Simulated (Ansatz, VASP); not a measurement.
**PtS2 in VASP and in Ansatz**

```
S Pt
1.0
     3.57133    0.00000    0.00000
    -1.78566    3.09286    0.00000
     0.00000    0.00000   22.16144
S Pt
4 2
Direct
  0.66667 0.33333 0.33838
  0.33333 0.66667 0.44632
  0.66667 0.33333 0.55368
  0.33333 0.66667 0.66162
  0.00000 0.00000 0.39283
  0.00000 0.00000 0.60717
```

Alike in both runs: task single point; functional PBEsol; k mesh 12 × 12 × 1; occupations gaussian, width 0.05 eV; non-collinear spin, spin-orbit coupling.

|  | VASP | Ansatz |
| --- | --- | --- |
| version | VASP 6.6.1 | Ansatz 0.2.0 |
| potentials or method | VASP PAW PBE potentials, release 64 (S, Pt), cutoff 520 eV | plane waves, PAW |
| valence electrons in the cell | 44 | 60 |

```csv
,VASP,Ansatz,Ansatz less VASP
rms of the force components (eV/Å),0.011,0.012,+0.0011
net moment per atom (μB),0.00,0.00,0.000
```

VASP's potentials were made for PBE, not for PBEsol. VASP's potentials hold 44 valence electrons a cell and Ansatz's 60, so a difference there can come from the potentials and not from the codes.
